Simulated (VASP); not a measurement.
Wanted: the native input for a VASP 6.6.1 run.

* Task: single point
* Functional: PBE
* Potentials or basis: VASP PAW PBE potentials, release 64 (Tc_pv, N)
* Cutoff: 520 eV
* k mesh: 12 × 12 × 12
* Occupations: fermi-dirac, width 0.15 eV
* Spin: no spin polarisation
* Dipole correction: no
* Further INCAR settings: ALGO = Normal; EDIFF = 1e-07; NBANDS = 18

The structure of TcN2 lies in POSCAR:

```
TcN2
1.0
    0.0000000000      2.4445490000      2.4445490000
    2.4445490000      0.0000000000      2.4445490000
    2.4445490000      2.4445490000      0.0000000000
Tc N
1 2
Direct
    0.0000000000      0.0000000000      0.0000000000
    0.7500000000      0.7500000000      0.7500000000
    0.2500000000      0.2500000000      0.2500000000
```

One way to write it, as run:

INCAR

```
PREC     = Accurate       # precision mode
ENCUT    = 520            # plane-wave cutoff, eV
EDIFF    = 1E-7           # SCF threshold, eV
ISMEAR   = -1             # smearing method
SIGMA    = 0.15           # smearing width, eV
LREAL    = False          # projectors in reciprocal space
LASPH    = True           # aspherical terms in the spheres
NELM     = 60             # most SCF steps
ALGO     = Normal         # electronic algorithm
ISIF     = 2              # what is computed and relaxed
LWAVE    = False          # write WAVECAR
LCHARG   = False          # write CHGCAR
GGA      = PE             # functional
NBANDS   = 18             # bands
```

KPOINTS

```
regular mesh
0
Gamma
  12 12 12
```

Potentials or basis: VASP PAW PBE potentials, release 64 (Tc_pv, N).

The run is started by

```console
$ cat potpaw_PBE.64/Tc_pv/POTCAR potpaw_PBE.64/N/POTCAR > POTCAR
$ mpirun -np 1 vasp_std > vasp.out
```

Results of the run:

| Quantity | Value |
| --- | --- |
| Pressure | -5.1 GPa |

Wall time 38 s on 1 thread of Intel(R) Xeon(R) Platinum 8375C CPU @ 2.90GHz (Ice Lake), on a shared host, peak memory 0.18 GiB.
